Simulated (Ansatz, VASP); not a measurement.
# Two plane-wave programs on Li4NbO4

```xyz
9
Lattice="-3.8119 3.8119 1.6301 3.8119 -3.8119 1.6301 3.8119 3.8119 -1.6301" Properties=species:S:1:pos:R:3 pbc="T T T"
Li    2.0095    3.3576    0.0000
Li   -1.2644    2.6125    1.6301
Li    5.0763    1.1995    0.0000
Li    2.6125    1.2644    1.6301
Nb    0.0000    0.0000    0.0000
O     0.6077    5.7860    0.0000
O     1.9740    3.2042    1.6301
O     1.8379    0.6077    0.0000
O     3.2042   -1.9740    1.6301
```

Alike in both runs: task single point; functional PBEsol; k mesh 10 × 10 × 10; occupations gaussian, width 0.05 eV; no spin polarisation.

|  | VASP | Ansatz |
| --- | --- | --- |
| version | VASP 6.6.1 | Ansatz 0.2.0 |
| potentials or method | VASP PAW PBE potentials, release 64 (Li_sv, Nb_sv, O), cutoff 520 eV | scalar-relativistic, plane waves, PAW |
| valence electrons in the cell | 49 | 49 |

|  | VASP | Ansatz | Ansatz less VASP |
| --- | --- | --- | --- |
| rms of the force components (eV/Å) | 1.067 | 1.064 | -0.0031 |

VASP's potentials were made for PBE, not for PBEsol, and Ansatz warns of the same on its side. Atom by atom the forces differ by 0.012 eV/Å (rms over components).

Noted on VASP's run: the cutoff is under 1.25 times that of the potentials, so the pressure is a little rough.
